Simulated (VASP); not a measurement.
A run of VASP 6.6.1 is set up as follows.

The input INCAR:

```
ALGO = Normal ; EDIFF = 1E-6
ENCUT = 520 ; GGA = PE
ISIF = 2 ; ISMEAR = 0
LASPH = True ; LCHARG = True
LELF = True ; LREAL = False
LVHAR = True ; LWAVE = False
NBANDS = 27 ; NELM = 100
PREC = Accurate ; SIGMA = 0.02
```

Contents of KPOINTS:

```
k-points
0
Gamma
  12 12 2
```

Contents of POSCAR:

```
GaO
1.0
    3.1321653760      0.0000000000      0.0000000000
   -1.5660826880      2.7125347844      0.0000000000
    0.0000000000      0.0000000000     14.3993236511
Ga O
2 2
Direct
    0.6666666700      0.3333333300      0.5900210000
    0.6666666700      0.3333333300      0.4099790000
    0.0000000000      0.0000000000      0.6398670000
    0.0000000000      0.0000000000      0.3601330000
```

Potentials or basis: VASP PAW PBE potentials, release 64 (Ga_d, O).

Launch:

```bash
$ cat potpaw_PBE.64/Ga_d/POTCAR potpaw_PBE.64/O/POTCAR > POTCAR
$ mpirun -np 1 vasp_std > vasp.out
```

Q: What does it give for the largest force?

A: 0.470 eV/Å.

Q: Estimate the band gap on the k mesh.

A: 1.17 eV, indirect (least direct gap 1.92 eV).

Forces in eV/Å, atoms in the order of the input:
```
Ga   0.000  0.000 -0.470
Ga   0.000  0.000  0.470
O    0.000  0.000  0.005
O    0.000  0.000 -0.005
```

Caveat: the cell differs from its parent crystal (In replaced by Ga, lengths x 0.942, strained).
